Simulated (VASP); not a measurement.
Ru:

```xyz
1
Lattice="0.0000 1.8957 1.8957 1.8957 0.0000 1.8957 1.8957 1.8957 0.0000" Properties=species:S:1:pos:R:3 pbc="T T T"
Ru    0.0000    0.0000    0.0000
```

```yaml
Program: VASP 6.6.1
Task: relaxation of cell and atoms
Functional: PBE
Potentials_or_basis: VASP PAW PBE potentials, release 64 (Ru_pv)
Cutoff: 600 eV
k_mesh: 18 × 18 × 18
Occupations: gaussian, width 0.1 eV
Spin: no spin polarisation
```

At the start: pressure 4.6 GPa; volume 13.62 Å³/atom.

Task: Where does the relaxation end?

Result: Over 4 steps the energy falls by 2.8 meV/atom and the volume is 13.82 Å³/atom (+1.4 %); space group Fm-3m (No. 225, to 0.05 Å).

The path:
```csv
step,energy change (eV),largest force (eV/Å),pressure (GPa),volume (Å³)
1,0.0000,0.0000,4.62,13.62
2,0.0197,0.0000,-11.62,14.41
3,-0.0028,0.0000,-0.09,13.83
4,-0.0028,0.0000,0.04,13.82
```

Final structure:
```xyz
1
Lattice="0.0000 1.9048 1.9048 1.9048 0.0000 1.9048 1.9048 1.9048 0.0000" Properties=species:S:1:pos:R:3 pbc="T T T"
Ru    0.0000    0.0000    0.0000
```
